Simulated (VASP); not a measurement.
# AlNi (P4/mmm) in VASP: further runs

AlNi is run at these levels: PBEsol; tasks: single point.

Everything below comes from runs of VASP 6.6.1. Logs are shortened: lines on timing, memory, paths and dates and some standing lists are left out, and cuts for length are marked.

### Step 1. The cell of the first run

Symmetry: P4/mmm, No. 123, tetragonal system. Conventional cell: a = 2.848 Å, b = 2.848 Å, c = 2.898 Å, α = 90.00°, β = 90.00°, γ = 90.00°. Within 3.3 Å of Al (site symmetry 4/mmm) lie 8 Ni at 2.48 Å and 6 Al at 2.85 to 2.90 Å. Ni (site symmetry 4/mmm) has 8 Al at 2.48 Å and 6 Ni at 2.85 to 2.90 Å within 3.3 Å.

### Step 2. Single point, PBEsol (uniaxial strain along c: +1.0 %, then relaxed in part)

INCAR

```
SYSTEM = AlNi
PREC = Accurate ; ENCUT = 600
EDIFF = 1E-6 ; ISMEAR = 0
SIGMA = 0.1 ; LREAL = .FALSE.
LASPH = .TRUE. ; NELM = 120
ALGO = Normal ; ISIF = 2
LWAVE = .FALSE. ; LCHARG = .FALSE.
GGA = PS ; NBANDS = 14
GGA_COMPAT = .FALSE.
```

KPOINTS

```
Automatic mesh
0
G
  14 14 14
  0 0 0
```

POSCAR

```
AlNi
1.0
    2.8479468879      0.0000000000      0.0000000000
    0.0000000000      2.8479468879      0.0000000000
    0.0000000000      0.0000000000      2.8981029749
Al Ni
1 1
Direct
    0.0000000000      0.0000000000      0.0000000000
    0.5000000000      0.5000000000      0.5000000000
```

Potentials or basis: VASP PAW PBE potentials, release 64 (Al, Ni).

On the command line:

```bash
cat potpaw_PBE.64/Al/POTCAR potpaw_PBE.64/Ni/POTCAR > POTCAR
mpirun -np 1 vasp_std > vasp.out
```

OUTCAR:

```text
SYSTEM = AlNi
   PREC = Accurate
   ENCUT = 600
   EDIFF = 1E-6
   ISMEAR = 0
   LREAL = .FALSE.
   LASPH = .TRUE.
   NELM = 120
   ISIF = 2
   GGA = PS

 ion  position               nearest neighbor table
   1  0.000  0.000  0.000-   2 2.48   2 2.48   2 2.48   2 2.48   2 2.48   2 2.48   2 2.48   2 2.48

   2  0.500  0.500  0.500-   1 2.48   1 2.48   1 2.48   1 2.48   1 2.48   1 2.48   1 2.48   1 2.48

  LATTYP: Found a simple tetragonal cell.
 ALAT       =     2.8479468879
 C/A-ratio  =     1.0176113140

  Lattice vectors:

 A1 = (   2.8479468879,   0.0000000000,   0.0000000000)
 A2 = (   0.0000000000,   2.8479468879,   0.0000000000)
 A3 = (   0.0000000000,   0.0000000000,   2.8981029749)

Analysis of symmetry for initial positions (statically):
=====================================================================
 Subroutine PRICEL returns:
 Original cell was already a primitive cell.

 Routine SETGRP: Setting up the symmetry group for a
 simple tetragonal supercell.

 Subroutine GETGRP returns: Found 16 space group operations
 (whereof 16 operations were pure point group operations)
 out of a pool of 16 trial point group operations.

The static configuration has the point symmetry D_4h.

Analysis of symmetry for dynamics (positions and initial velocities):
=====================================================================
 Subroutine PRICEL returns:
 Original cell was already a primitive cell.

 Routine SETGRP: Setting up the symmetry group for a
 simple tetragonal supercell.

 Subroutine GETGRP returns: Found 16 space group operations
 (whereof 16 operations were pure point group operations)
 out of a pool of 16 trial point group operations.

The dynamic configuration has the point symmetry D_4h.

 Subroutine INISYM returns: Found 16 space group operations
 (whereof 16 operations are pure point group operations),
 and found     1 'primitive' translations

----------------------------------------------------------------------------------------

                                     Primitive cell

  volume of cell :      23.5059

  direct lattice vectors                    reciprocal lattice vectors
     2.847946888  0.000000000  0.000000000     0.351130144  0.000000000  0.000000000
     0.000000000  2.847946888  0.000000000     0.000000000  0.351130144  0.000000000
     0.000000000  0.000000000  2.898102975     0.000000000  0.000000000  0.345053302

  length of vectors
     2.847946888  2.847946888  2.898102975     0.351130144  0.351130144  0.345053302

  position of ions in fractional coordinates (direct lattice)
     0.000000000  0.000000000  0.000000000
     0.500000000  0.500000000  0.500000000

  ion indices of the primitive-cell ions
   primitive index   ion index
                 1           1
                 2           2

----------------------------------------------------------------------------------------

 KPOINTS: Automatic mesh

Automatic generation of k-mesh.
 Grid dimensions read from file:
 generate k-points for:   14   14   14

 Generating k-lattice:

  Cartesian coordinates                     Fractional coordinates (reciprocal lattice)
     0.025080725  0.000000000  0.000000000     0.071428571  0.000000000  0.000000000
     0.000000000  0.025080725  0.000000000     0.000000000  0.071428571  0.000000000
     0.000000000  0.000000000  0.024646664     0.000000000  0.000000000  0.071428571

  Length of vectors
     0.025080725  0.025080725  0.024646664

  Shift w.r.t. Gamma in fractional coordinates (k-lattice)
     0.000000000  0.000000000  0.000000000

 Subroutine IBZKPT returns following result:
 ===========================================

 Found    288 irreducible k-points:

 Following reciprocal coordinates:
            Coordinates               Weight
  0.000000  0.000000  0.000000      1.000000
  0.071429  0.000000  0.000000      4.000000
  0.142857  0.000000  0.000000      4.000000
  0.214286  0.000000  0.000000      4.000000
  0.285714  0.000000  0.000000      4.000000
  0.357143  0.000000  0.000000      4.000000
[... 16 lines left out ...]
  0.285714  0.214286  0.000000      8.000000
  0.357143  0.214286  0.000000      8.000000
 [... further k-points ...]
   k-points           NKPTS =    288   k-points in BZ     NKDIM =    288   number of bands    NBANDS=     14
   number of dos      NEDOS =    301   number of ions     NIONS =      2
   total plane-waves  NPLWV =  13824
   dimension x,y,z NGX =    24 NGY =   24 NGZ =   24
   dimension x,y,z NGXF=    48 NGYF=   48 NGZF=   48
   ions per type =               1   1
   NGX,Y,Z   is equivalent  to a cutoff of  14.01, 14.01, 13.77 a.u.
   NGXF,Y,Z  is equivalent  to a cutoff of  28.02, 28.02, 27.53 a.u.
 SYSTEM =  AlNi
   PREC   = accura    normal or accurate (medium, high low for compatibility)
   ISTART =      0    job   : 0-new  1-cont  2-samecut
   ICHARG =      2    charge: 1-file 2-atom 10-const
   ISPIN  =      1    spin polarized calculation?
   LNONCOLLINEAR =      F non collinear calculations
   LSORBIT =      F    spin-orbit coupling
   LASPH  =      T    aspherical Exc in radial PAW
   ENCUT  =  600.0 eV  44.10 Ry    6.64 a.u.   5.69  5.69  5.79*2*pi/ulx,y,z
   NELM   =    120;   NELMIN=  2; NELMDL= -5     # of ELM steps
   EDIFF  = 0.1E-05   stopping-criterion for ELM
   LREAL  =      F    real-space projection
   EDIFFG = 0.1E-04   stopping-criterion for IOM
   NSW    =      0    number of steps for IOM
   IBRION =     -1    ionic relax: 0-MD 1-quasi-New 2-CG
   NFREE  =      0    steps in history (QN), initial steepest desc. (CG)
   ISIF   =      2    stress and relaxation
   ISYM   =      2    0-nonsym 1-usesym 2-fastsym
   POTIM  = 0.5000    time-step for ionic-motion
   TEBEG  =    0.0;   TEEND  =   0.0 temperature during run
   PSTRESS=    0.0 pullay stress
   NELECT =      13.0000    total number of electrons
   NUPDOWN=      -1.0000    fix difference up-down
   EMIN   =  10.00;   EMAX   =-10.00  energy-range for DOS
   EFERMI =   0.00;   METHOD = LEGACY
   ISMEAR =     0;   SIGMA  =   0.10  broadening in eV -4-tet -1-fermi 0-gaus
   EFERMI_NEDOS =   21; number of points for ismear=-14 and -15
   IALGO  =     38    algorithm
   IMIX   =      4    mixing-type and parameters
     AMIX     =   0.40;   BMIX     =  1.00
     AMIX_MAG =   1.60;   BMIX_MAG =  1.00
  volume/ion in A,a.u.               =      11.75        79.31
  Fermi-wavevector in a.u.,A,eV,Ry     =   1.343786  2.539387 24.568865  1.805761
  Thomas-Fermi vector in A             =   2.471832
   LORBIT       =      0    0 simple, 1 ext, 2 COOP (PROOUT), +10 PAW based schemes
   GGA     = PS    functional components
   LHFCALC =     F    Hartree Fock is set to
   AEXX    =    0.0000 exact exchange contribution
   IVDW    =     0    specifies the selected vdW correction
   LEPSILON=     F    determine dielectric tensor
   LRPA    =     F    only Hartree local field effects (RPA)
 non-spin polarized calculation
 Gauss-broadening in eV      SIGMA  =   0.10
  energy-cutoff  :      600.00
  volume of cell :       23.51
 maximum number of plane-waves:       804
 NGX is ok and might be reduce to    24
   NGX = 11   NGY = 11   NGZ = 11

 number of electron      13.0000009 magnetization

 Free energy of the ion-electron system (eV)
  ---------------------------------------------------
  ext. energy  EPLUGINS =         0.00000000
  ---------------------------------------------------
  free energy    TOTEN  =       -11.58599028 eV

  energy without entropy =      -11.58114913  energy(sigma->0) =      -11.58356970

 E-fermi :  10.1020     XC(G=0): -12.2496

 val. band max:       10.0976992697   @ k =   0.3571   0.2857   0.0000
 cond. band min:      10.1227230052   @ k =   0.3571   0.3571   0.5000
 fundamental gap:      0.0250237354
 Fermi energy:        10.1019897110

 k-point     1 :       0.0000    0.0000    0.0000
  band No.  band energies     occupation
      1      -1.1326      2.00000
      2       6.7979      2.00000
      3       6.8102      2.00000
      4       8.5319      2.00000
      5       8.5319      2.00000
      6       8.5792      2.00000
      7      15.2780      0.00000
      8      15.9061      0.00000
      9      15.9061      0.00000
     10      18.2414      0.00000
     11      18.3967      0.00000
     12      24.1768      0.00000
     13      31.0940      0.00000
     14      31.0941      0.00000

 k-point     2 :       0.0714    0.0000    0.0000
  band No.  band energies     occupation
      1      -1.0364      2.00000
      2       6.8020      2.00000
      3       6.8253      2.00000
      4       8.4863      2.00000
      5       8.5366      2.00000
      6       8.5375      2.00000
      7      14.8786      0.00000
      8      15.4077      0.00000
      9      16.0317      0.00000
     10      18.2784      0.00000
     11      19.2744      0.00000
     12      24.5326      0.00000
     13      29.9772      0.00000
     14      30.4359      0.00000

 k-point     3 :       0.1429    0.0000    0.0000
  band No.  band energies     occupation
      1      -0.7490      2.00000
      2       6.7664      2.00000
      3       6.8906      2.00000
      4       8.3636      2.00000
      5       8.4250      2.00000
      6       8.5498      2.00000
      7      13.2334      0.00000
      8      15.7835      0.00000
      9      16.3968      0.00000
     10      18.2977      0.00000
     11      20.5242      0.00000
     12      25.6507      0.00000
     13      28.1931      0.00000
     14      28.6875      0.00000
[... 324 lines left out ...]
 k-point    23 :       0.2857    0.2143    0.0000
  band No.  band energies     occupation
      1       1.1878      2.00000
      2       6.5203      2.00000
      3       7.0501      2.00000
      4       7.8309      2.00000
      5       8.0815      2.00000
      6       8.2998      2.00000
      7      10.9127      0.00000
      8      13.4298      0.00000
      9      18.1544      0.00000
     10      19.1461      0.00000
     11      21.7669      0.00000
     12      25.3234      0.00000
     13      26.2468      0.00000
     14      27.4330      0.00000

 k-point    24 :       0.3571    0.2143    0.0000
  band No.  band energies     occupation
      1       1.9727      2.00000
      2       5.8592      2.00000
      3       7.2240      2.00000
      4       7.7867      2.00000
      5       7.9512      2.00000
      6       8.3213      2.00000
      7      10.0779      1.26637
      8      14.0669      0.00000
      9      18.1606      0.00000
     10      19.0401      0.00000
     11      21.6538      0.00000
     12      23.8336      0.00000
     13      26.1959      0.00000
     14      27.8823      0.00000

 [... further k-points ...]

------------------------ aborting loop because EDIFF is reached ----------------------------------------

  FORCE on cell =-STRESS in cart. coord.  units (eV):
  Direction    XX          YY          ZZ          XY          YZ          ZX
  --------------------------------------------------------------------------------------
  -------------------------------------------------------------------------------------
  Total        0.0102564      0.0102564     -0.1686770      0.0000000     -0.0000000      0.0000000
  in kB        0.6990800      0.6990800    -11.4971172      0.0000000     -0.0000000      0.0000000
  external PRESSURE =      -3.3663191 kB  Pullay stress =       0.0000000 kB

 VOLUME and BASIS-vectors are now :
 -----------------------------------------------------------------------------
  energy-cutoff  :      600.00
  volume of cell :       23.51
      direct lattice vectors                 reciprocal lattice vectors
     2.847946888  0.000000000  0.000000000     0.351130144  0.000000000  0.000000000
     0.000000000  2.847946888  0.000000000     0.000000000  0.351130144  0.000000000
     0.000000000  0.000000000  2.898102975     0.000000000  0.000000000  0.345053302

 POSITION                                       TOTAL-FORCE (eV/Angst)
 -----------------------------------------------------------------------------------
      0.00000      0.00000      0.00000         0.000000      0.000000      0.000000
      1.42397      1.42397      1.44905         0.000000      0.000000      0.000000
 -----------------------------------------------------------------------------------
    total drift:                                0.000000      0.000000     -0.000000

  FREE ENERGIE OF THE ION-ELECTRON SYSTEM (eV)
  ---------------------------------------------------
  free  energy   TOTEN  =       -11.5859902774 eV

  energy  without entropy=      -11.5811491267  energy(sigma->0) =      -11.58356970
```

Run time: 82 s. Hardware: 1 thread of Intel Xeon 8259CL, shared host; peak memory 0.24 GiB.

What came out:

```
Free energy            : -11.5860 eV
Pressure               : -0.3 GPa
Band gap on the k mesh : zero (an odd number of electrons rules out a gap without spin polarisation)
```

Levels at points of the mesh, in eV from the Fermi level:
| k point | band 4 | band 5 | band 6 | band 7 | band 8 | band 9 | band 10 | band 11 |
| --- | --- | --- | --- | --- | --- | --- | --- | --- |
| (0.00, 0.00, 0.00) | -1.57 | -1.57 | -1.52 | 5.18 | 5.80 | 5.80 | 8.14 | 8.29 |
| (0.50, 0.00, 0.00) | -2.34 | -2.24 | -1.47 | -0.59 | 8.33 | 9.73 | 10.32 | 10.81 |
| (0.50, 0.50, 0.00) | -2.82 | -2.15 | -2.15 | -0.99 | 1.63 | 2.71 | 12.22 | 15.04 |
| (0.00, 0.00, 0.50) | -2.24 | -2.24 | -1.44 | -0.72 | 8.34 | 10.25 | 10.25 | 11.15 |
| (0.50, 0.00, 0.50) | -2.90 | -2.09 | -2.07 | -1.03 | 1.46 | 2.55 | 12.65 | 15.32 |
| (0.50, 0.50, 0.50) | -1.00 | -0.96 | 1.97 | 2.00 | 2.00 | 3.90 | 4.51 | 4.51 |

Caveat: the cell differs from its parent crystal (uniaxial strain along c: +1.0 %, then relaxed in part); the PAW data sets were made with another functional, which shifts forces and pressure a little. Spin polarisation is off, so any magnetic state and its effect on volume and gap are missing.

### Step 3. Single point, PBEsol (uniaxial strain along c: -2.0 %, then relaxed in part)

INCAR

```
SYSTEM = AlNi
PREC = Accurate
ENCUT = 600
EDIFF = 1E-6
ISMEAR = 0
SIGMA = 0.1
LREAL = .FALSE.
LASPH = .TRUE.
NELM = 120
ALGO = Normal
ISIF = 2
LWAVE = .FALSE.
LCHARG = .FALSE.
GGA = PS
NBANDS = 14
GGA_COMPAT = .FALSE.
```

KPOINTS

```
regular mesh
0
G
  14 14 14
  0 0 0
```

POSCAR

```
AlNi
1.0
    2.8834430111      0.0000000000      0.0000000000
    0.0000000000      2.8834430111      0.0000000000
    0.0000000000      0.0000000000      2.8120207083
Al Ni
1 1
Direct
    0.0000000000      0.0000000000      0.0000000000
    0.5000000000      0.5000000000      0.5000000000
```

Potentials or basis: VASP PAW PBE potentials, release 64 (Al, Ni).

On the command line:

```bash
cat potpaw_PBE.64/Al/POTCAR potpaw_PBE.64/Ni/POTCAR > POTCAR
mpirun -np 1 vasp_std > vasp.out
```

It took 83 s on 1 thread of Intel Xeon 8259CL, shared host; peak memory 0.24 GiB.

The run converged. Its results:

```
Free energy            : -11.5849 eV
Pressure               : 0.6 GPa
Band gap on the k mesh : zero (an odd number of electrons rules out a gap without spin polarisation)
```

Stress tensor (GPa, compression positive):
```
0.05 0.00 0.00
0.00 0.05 0.00
0.00 0.00 1.69
```

Levels at points of the mesh, in eV from the Fermi level:
```csv
k point,band 5,band 6,band 7,band 8,band 9,band 10
"(0.00, 0.00, 0.00)",-1.55,-1.55,5.31,5.31,6.23,8.14
"(0.50, 0.00, 0.00)",-2.20,-1.46,-0.70,8.33,9.80,10.67
"(0.50, 0.50, 0.00)",-2.05,-2.05,-1.06,1.36,2.48,12.99
"(0.00, 0.00, 0.50)",-2.35,-1.51,-0.52,8.35,9.91,9.91
"(0.50, 0.00, 0.50)",-2.18,-2.14,-1.01,1.61,2.70,12.36
"(0.50, 0.50, 0.50)",-0.97,1.97,1.97,2.02,3.95,4.41
```

Caveat: the cell differs from its parent crystal (uniaxial strain along c: -2.0 %, then relaxed in part); the PAW data sets were made with another functional, which shifts forces and pressure a little. Spin polarisation is off, so any magnetic state and its effect on volume and gap are missing.

(Part 1 of 2 ends here.)
